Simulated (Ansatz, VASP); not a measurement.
# Two plane-wave programs on InP

```
In P
1.0
     0.00000    2.61335    2.95060
     2.95060    0.00000    2.95060
     2.95060    2.61335    0.00000
In P
1 1
Direct
  0.00000 0.00000 0.00000
  0.75000 0.75000 0.75000
```

Alike in both runs: task single point; functional LDA; k mesh 12 × 12 × 12; occupations gaussian, width 0.05 eV; no spin polarisation.

```csv
,VASP,Ansatz
version,VASP 6.6.1,Ansatz 0.2.0
potentials or method,"VASP PAW LDA potentials, release 64 (In_d, P), cutoff 520 eV","scalar-relativistic, plane waves, PAW"
valence electrons in the cell,18,18
```

Ansatz gave:

* gap on the k mesh at the Fermi level (eV): 0.62
* least direct gap on the mesh (eV): 0.65
* pressure (GPa): 6.6
* traceless stress, the component that is largest in VASP (GPa): 2.31

Task: Estimate VASP's values.

Result: gap on the k mesh at the Fermi level (eV): 0.62; least direct gap on the mesh (eV): 0.68; pressure (GPa): 6.6; traceless stress, the component that is largest in VASP (GPa): 2.30.

Ansatz warns that its potentials were made for another functional, while VASP's fit it. LDA's correlation is that of Perdew and Zunger in VASP and of Perdew and Wang (1992) in Ansatz.
